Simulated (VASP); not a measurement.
# Ba (P6/mmm) in VASP: notebook

Runs on Ba. Level: PBEsol. Tasks: single point.

Program: VASP 6.6.1. These are calculated values, not measurements. Logs are shortened: lines on timing, memory, paths and dates and some standing lists are left out, and cuts for length are marked.

### Step 1. The cell of the first run

The structure is hexagonal, space group P6/mmm (No. 191). Conventional cell: a = 4.312 Å, b = 4.312 Å, c = 3.913 Å, α = 90.00°, β = 90.00°, γ = 120.00°. Within 5.1 Å of Ba (site symmetry 6/mmm) lie 8 Ba at 3.91 to 4.31 Å.

### Step 2. Single point, PBEsol

The input, INCAR:

```
SYSTEM = Ba
PREC = Accurate
ENCUT = 520
EDIFF = 1E-6
ISMEAR = 1
SIGMA = 0.1
LREAL = .FALSE.
LASPH = .TRUE.
NELM = 100
ALGO = Normal
ISIF = 2
LWAVE = .FALSE.
LCHARG = .TRUE.
GGA = PS
LELF = .TRUE.
LVHAR = .TRUE.
NBANDS = 11
```

The input, KPOINTS:

```
regular mesh
0
G
  3 3 3
  0 0 0
```

The input, POSCAR:

```
Ba
1.0
    4.3116140000      0.0000000000      0.0000000000
   -2.1558070000      3.7339670000      0.0000000000
    0.0000000000      0.0000000000      3.9134130000
Ba
1
Direct
    0.0000000000      0.0000000000      0.0000000000
```

Potentials or basis: VASP PAW PBE potentials, release 64 (Ba_sv).

Run with:

```
$ cat potpaw_PBE.64/Ba_sv/POTCAR > POTCAR
$ mpirun -np 1 vasp_std > vasp.out
```

OUTCAR:

```text
SYSTEM = Ba
   PREC = Accurate
   ENCUT = 520
   EDIFF = 1E-6
   ISMEAR = 1
   LREAL = .FALSE.
   LASPH = .TRUE.
   NELM = 100
   ISIF = 2
   GGA = PS

 ion  position               nearest neighbor table
   1  0.000  0.000  0.000-

  LATTYP: Found a hexagonal cell.
 ALAT       =     4.3116140000
 C/A-ratio  =     0.9076445619

  Lattice vectors:

 A1 = (   4.3116140000,   0.0000000000,   0.0000000000)
 A2 = (  -2.1558070000,   3.7339670000,   0.0000000000)
 A3 = (   0.0000000000,   0.0000000000,   3.9134130000)

Analysis of symmetry for initial positions (statically):
=====================================================================
 Subroutine PRICEL returns:
 Original cell was already a primitive cell.

 Routine SETGRP: Setting up the symmetry group for a
 hexagonal supercell.

 Subroutine GETGRP returns: Found 24 space group operations
 (whereof 24 operations were pure point group operations)
 out of a pool of 24 trial point group operations.

The static configuration has the point symmetry D_6h.

Analysis of symmetry for dynamics (positions and initial velocities):
=====================================================================
 Subroutine PRICEL returns:
 Original cell was already a primitive cell.

 Routine SETGRP: Setting up the symmetry group for a
 hexagonal supercell.

 Subroutine GETGRP returns: Found 24 space group operations
 (whereof 24 operations were pure point group operations)
 out of a pool of 24 trial point group operations.

The dynamic configuration has the point symmetry D_6h.

 Subroutine INISYM returns: Found 24 space group operations
 (whereof 24 operations are pure point group operations),
 and found     1 'primitive' translations

----------------------------------------------------------------------------------------

                                     Primitive cell

  volume of cell :      63.0037

  direct lattice vectors                    reciprocal lattice vectors
     4.311614000  0.000000000  0.000000000     0.231931708  0.133905843  0.000000000
    -2.155807000  3.733967000  0.000000000     0.000000000  0.267811687  0.000000000
     0.000000000  0.000000000  3.913413000     0.000000000  0.000000000  0.255531425

  length of vectors
     4.311614000  4.311613779  3.913413000     0.267811673  0.267811687  0.255531425

  position of ions in fractional coordinates (direct lattice)
     0.000000000  0.000000000  0.000000000

  ion indices of the primitive-cell ions
[... 60 lines left out ...]
   NFREE  =      0    steps in history (QN), initial steepest desc. (CG)
   ISIF   =      2    stress and relaxation
   ISYM   =      2    0-nonsym 1-usesym 2-fastsym
   POTIM  = 0.5000    time-step for ionic-motion
   TEBEG  =    0.0;   TEEND  =   0.0 temperature during run
   PSTRESS=    0.0 pullay stress
   NELECT =      10.0000    total number of electrons
   NUPDOWN=      -1.0000    fix difference up-down
   EMIN   =  10.00;   EMAX   =-10.00  energy-range for DOS
   EFERMI =   0.00;   METHOD = LEGACY
   ISMEAR =     1;   SIGMA  =   0.10  broadening in eV -4-tet -1-fermi 0-gaus
   EFERMI_NEDOS =   21; number of points for ismear=-14 and -15
   IALGO  =     38    algorithm
   IMIX   =      4    mixing-type and parameters
     AMIX     =   0.40;   BMIX     =  1.00
     AMIX_MAG =   1.60;   BMIX_MAG =  1.00
  volume/ion in A,a.u.               =      63.00       425.17
  Fermi-wavevector in a.u.,A,eV,Ry     =   0.886379  1.675014 10.689660  0.785668
  Thomas-Fermi vector in A             =   2.007537
   LORBIT       =      0    0 simple, 1 ext, 2 COOP (PROOUT), +10 PAW based schemes
   GGA     = PS    functional components
   LHFCALC =     F    Hartree Fock is set to
   AEXX    =    0.0000 exact exchange contribution
   IVDW    =     0    specifies the selected vdW correction
   LEPSILON=     F    determine dielectric tensor
   LRPA    =     F    only Hartree local field effects (RPA)
 non-spin polarized calculation
 Methfessel and Paxton  Order N= 1 SIGMA  =   0.10
  energy-cutoff  :      520.00
  volume of cell :       63.00
 maximum number of plane-waves:      1710
   NGX = 17   NGY = 17   NGZ = 15

 number of electron      10.0000001 magnetization

 Free energy of the ion-electron system (eV)
  ---------------------------------------------------
  ext. energy  EPLUGINS =         0.00000000
  ---------------------------------------------------
  free energy    TOTEN  =        -1.87212610 eV

  energy without entropy =       -1.87354859  energy(sigma->0) =       -1.87260026

 E-fermi :   1.7069     XC(G=0):  -7.4919

 val. band max:        1.6808577435   @ k =   0.3333   0.3333   0.3333
 cond. band min:       1.7957325573   @ k =   0.3333   0.3333   0.0000
 fundamental gap:      0.1148748138
 Fermi energy:         1.7068685711

 k-point     1 :       0.0000    0.0000    0.0000
  band No.  band energies     occupation
      1     -27.5172      2.00000
      2     -12.4502      2.00000
      3     -12.4502      2.00000
      4     -12.2858      2.00000
      5      -1.1697      2.00000
      6       1.6538      1.77287
      7       3.2077     -0.00000
      8       3.2077     -0.00000
      9       6.4397      0.00000
     10       6.4397      0.00000
     11       7.5811      0.00000
[... 57 lines left out ...]
 k-point     6 :       0.3333    0.3333    0.3333
  band No.  band energies     occupation
      1     -27.4221      2.00000
      2     -12.7785      2.00000
      3     -12.7240      2.00000
      4     -12.7240      2.00000
      5       1.6809      1.42417
      6       1.6809      1.42416
      7       3.3762     -0.00000
      8       3.3762     -0.00000
      9       4.8040      0.00000
     10       6.2475      0.00000
     11       9.1881      0.00000

------------------------ aborting loop because EDIFF is reached ----------------------------------------

  FORCE on cell =-STRESS in cart. coord.  units (eV):
  Direction    XX          YY          ZZ          XY          YZ          ZX
  --------------------------------------------------------------------------------------
  -------------------------------------------------------------------------------------
  Total       -0.3255982     -0.3255981     -0.3809750      0.0000000      0.0000000      0.0000000
  in kB       -8.2799271     -8.2799259     -9.6881548      0.0000000      0.0000000      0.0000000
  external PRESSURE =      -8.7493359 kB  Pullay stress =       0.0000000 kB

 VOLUME and BASIS-vectors are now :
 -----------------------------------------------------------------------------
  energy-cutoff  :      520.00
  volume of cell :       63.00
      direct lattice vectors                 reciprocal lattice vectors
     4.311614000  0.000000000  0.000000000     0.231931708  0.133905843  0.000000000
    -2.155807000  3.733967000  0.000000000     0.000000000  0.267811687  0.000000000
     0.000000000  0.000000000  3.913413000     0.000000000  0.000000000  0.255531425

 POSITION                                       TOTAL-FORCE (eV/Angst)
 -----------------------------------------------------------------------------------
      0.00000      0.00000      0.00000         0.000000      0.000000      0.000000
 -----------------------------------------------------------------------------------
    total drift:                                0.000000      0.000000     -0.000000

  FREE ENERGIE OF THE ION-ELECTRON SYSTEM (eV)
  ---------------------------------------------------
  free  energy   TOTEN  =        -1.8721260966 eV

  energy  without entropy=       -1.8735485881  energy(sigma->0) =       -1.87260026
```

OSZICAR:

```text
N       E                     dE             d eps       ncg     rms          rms(c)
DAV:   1     0.516820261585E+02    0.51682E+02   -0.42625E+03   132   0.760E+02
DAV:   2     0.580206701750E+00   -0.51102E+02   -0.49880E+02   166   0.134E+02
DAV:   3    -0.184656969866E+01   -0.24268E+01   -0.24122E+01   178   0.298E+01
DAV:   4    -0.188037169743E+01   -0.33802E-01   -0.33662E-01   158   0.353E+00
DAV:   5    -0.188125361726E+01   -0.88192E-03   -0.88131E-03   183   0.417E-01    0.180E+00
DAV:   6    -0.187332754830E+01    0.79261E-02   -0.13076E-02   147   0.678E-01    0.107E+00
DAV:   7    -0.187198086894E+01    0.13467E-02   -0.12914E-02   174   0.809E-01    0.155E-01
DAV:   8    -0.187206691371E+01   -0.86045E-04   -0.76859E-04   166   0.178E-01    0.394E-02
DAV:   9    -0.187211884619E+01   -0.51932E-04   -0.88106E-05   171   0.561E-02    0.166E-02
DAV:  10    -0.187212612448E+01   -0.72783E-05   -0.10743E-05   147   0.205E-02    0.219E-03
DAV:  11    -0.187212609662E+01    0.27856E-07   -0.24847E-07    96   0.339E-03
   1 F= -.18721261E+01 E0= -.18726003E+01  d E =0.142249E-02
```

Run time: 6.6 s. Hardware: 1 thread of Intel Xeon 6975P-C, shared host; peak memory 0.17 GiB.

Results:

```yaml
Free_energy: -1.8721 eV
Pressure: -0.9 GPa
Band_gap_on_the_k_mesh: zero (band 5 reaches 1.80 eV, above the bottom of band 6 at 1.65 eV)
```

Caveat: the k points lie up to 0.56 Å⁻¹ apart; the PAW data sets were made with another functional, which shifts forces and pressure a little; spin-orbit coupling is left out, which moves the levels of the heavy elements.

### Step 3. Single point, PBEsol

The input, INCAR:

```
SYSTEM = Ba
ALGO = Normal ; EDIFF = 1E-6
ENCUT = 520 ; GGA = PS
ISIF = 2 ; ISMEAR = 1
LASPH = .TRUE. ; LCHARG = .TRUE.
LELF = .TRUE. ; LREAL = .FALSE.
LVHAR = .TRUE. ; LWAVE = .FALSE.
NBANDS = 11 ; NELM = 60
PREC = Accurate ; SIGMA = 0.1
```

The input, KPOINTS:

```
k-points
0
G
  6 6 6
  0 0 0
```

POSCAR is that of step 2.

Potentials or basis: VASP PAW PBE potentials, release 64 (Ba_sv).

Run with:

```
$ cat potpaw_PBE.64/Ba_sv/POTCAR > POTCAR
$ mpirun -np 1 vasp_std > vasp.out
```

Run time: 14 s. Hardware: 1 thread of Intel Xeon 6975P-C, shared host; peak memory 0.18 GiB.

It converged, with:

```yaml
Free_energy: -1.9696 eV
Pressure: -0.8 GPa
Band_gap_on_the_k_mesh: zero (band 5 reaches 1.91 eV, above the bottom of band 6 at 1.44 eV)
```

Stress tensor (GPa, compression positive):
```
-1.10  0.00  0.00
 0.00 -1.10  0.00
 0.00  0.00 -0.11
```

Levels at points of the mesh, in eV from the Fermi level:
| k point | band 3 | band 4 | band 5 | band 6 | band 7 | band 8 |
| --- | --- | --- | --- | --- | --- | --- |
| (0.00, 0.00, 0.00) | -14.06 | -13.97 | -2.80 | -0.01 | 1.60 | 1.60 |
| (0.50, 0.00, 0.00) | -14.18 | -13.91 | -1.05 | 0.29 | 0.90 | 2.86 |
| (0.00, 0.00, 0.50) | -13.99 | -13.99 | -0.90 | 0.64 | 2.20 | 2.20 |
| (0.50, 0.00, 0.50) | -14.45 | -14.10 | -0.90 | 0.15 | 1.73 | 3.30 |

Caveat: the PAW data sets were made with another functional, which shifts forces and pressure a little; spin-orbit coupling is left out, which moves the levels of the heavy elements.
